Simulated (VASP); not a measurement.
Here is a VASP 6.6.1 calculation.

File INCAR:

```
SYSTEM = TiC
  PREC = Accurate
  ENCUT = 600
  EDIFF = 1E-6
  ISMEAR = -1
  SIGMA = 0.08
  LREAL = .FALSE.
  LASPH = .TRUE.
  NELM = 100
  ALGO = Normal
  ISIF = 3
  LWAVE = .FALSE.
  LCHARG = .FALSE.
  GGA = PE
  IBRION = 2
  NSW = 100
  EDIFFG = -0.1
```

File KPOINTS:

```
regular mesh
0
G
  16 16 14
  0 0 0
```

POSCAR

```
TiC
1.0
    2.9705734512      0.0000000000      0.0000000000
   -1.4852867256      2.5725920725      0.0000000000
    0.0000000000      0.0000000000      2.9111619821
Ti C
1 1
Direct
    0.0000000000      0.0000000000      0.0000000000
    0.3333333333      0.6666666667      0.5000000000
```

Potentials or basis: VASP PAW PBE potentials, release 64 (Ti_sv, C).

The run is started by

```console
$ cat potpaw_PBE.64/Ti_sv/POTCAR potpaw_PBE.64/C/POTCAR > POTCAR
$ mpirun -np 1 vasp_std > vasp.out
```

(1) What does it give for the band gap on the k mesh?

(2) Estimate the relaxed cell.

## Answers

(1) zero (bands 8 and 9 overlap by 0.17 eV).

(2) a = 3.043 Å, b = 3.043 Å, c = 2.704 Å, α = 90.00°, β = 90.00°, γ = 120.00°.
